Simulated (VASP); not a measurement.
# CuI: elastic constants with PBEsol

The system is CuI.

```xyz
2
Lattice="0.0000 2.9340 2.9340 2.9340 0.0000 2.9340 2.9340 2.9340 0.0000" Properties=species:S:1:pos:R:3 pbc="T T T"
Cu    4.4010    4.4010    4.4010
I     0.0000    0.0000    0.0000
```

```yaml
Program: VASP 6.6.1
Task: elastic constants
Functional: PBEsol
Potentials_or_basis: VASP PAW PBE potentials, release 64 (Cu, I)
Cutoff: 600 eV
k_mesh: 6 × 6 × 6
Occupations: gaussian, width 0.01 eV
Spin: no spin polarisation
Dipole_correction: no
Ions_in_elastic_constants: relaxed
Further_INCAR_settings: ALGO = Normal; EDIFF = 1e-08; IBRION = 6; POTIM = 0.015; NSW = 1; ISIF = 3
```

```yaml
Elastic_constants_C11_C12_C44: 69, 52, 23 GPa
Voigt_bulk_modulus: 58 GPa
Highest_phonon_frequency_at_Γ_LO-TO_splitting_left_out: 159 cm⁻¹
```

Phonon frequencies in cm⁻¹ (negative: imaginary):
```
              q point        frequencies
(0.000, 0.000, 0.000)  0 0 0 159 159 159
```

Elastic tensor in Voigt notation (GPa, in the Cartesian axes of the cell as first typed):
```
69 52 52  0  0  0
52 69 52  0  0  0
52 52 69  0  0  0
 0  0  0 23  0  0
 0  0  0  0 23  0
 0  0  0  0  0 23
```

Clamped-ion elastic tensor (GPa):
```
69 52 52  0  0  0
52 69 52  0  0  0
52 52 69  0  0  0
 0  0  0 50  0  0
 0  0  0  0 50  0
 0  0  0  0  0 50
```

Run time: 6.4 min on 1 thread of AMD EPYC 9R45 (Zen 5), with other jobs on the host, peak memory 0.25 GiB.

Caveat: the cell is under stress, which shifts elastic constants; the PAW data sets were made with another functional, which shifts forces and pressure a little.
